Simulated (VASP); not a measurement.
# AlN: single point with PBEsol

Crystal: AlN.

```
Al N
1.0
     0.00000    1.95578    1.95578
     1.95578    0.00000    1.95578
     1.95578    1.95578    0.00000
Al N
1 1
Cartesian
  0.0000 0.0000 0.0000
  1.9558 1.9558 1.9558
```

```json
{
  "Program": "VASP 6.6.1",
  "Task": "single point",
  "Functional": "PBEsol",
  "Potentials or basis": "VASP PAW PBE potentials, release 64 (Al, N)",
  "Cutoff": "600 eV",
  "k mesh": "8 × 8 × 8",
  "Occupations": "gaussian, width 0.01 eV",
  "Spin": "no spin polarisation",
  "Dipole correction": "no",
  "Further INCAR settings": "ALGO = Normal; EDIFF = 1e-06; NBANDS = 11"
}
```

- Pressure: 32.2 GPa
- Band gap on the k mesh: 4.94 eV, indirect (least direct gap 7.17 eV)

Levels at points of the mesh, in eV from the valence-band top:
```
           k point  band 2  band 3  band 4  band 5  band 6  band 7
(0.00, 0.00, 0.00)    0.00    0.00    0.00    7.17   12.33   12.33
(0.50, 0.00, 0.00)   -9.03   -1.29   -1.29    6.68   11.72   11.72
(0.50, 0.50, 0.00)   -8.14   -3.09   -3.09    4.94    5.55   15.22
```

Wall time 4.6 s on 1 thread of Intel Xeon 6975P-C (shared host), peak memory 0.13 GiB.

Caveat: the PAW data sets were made with another functional, which shifts forces and pressure a little. A k mesh can miss the band edges.
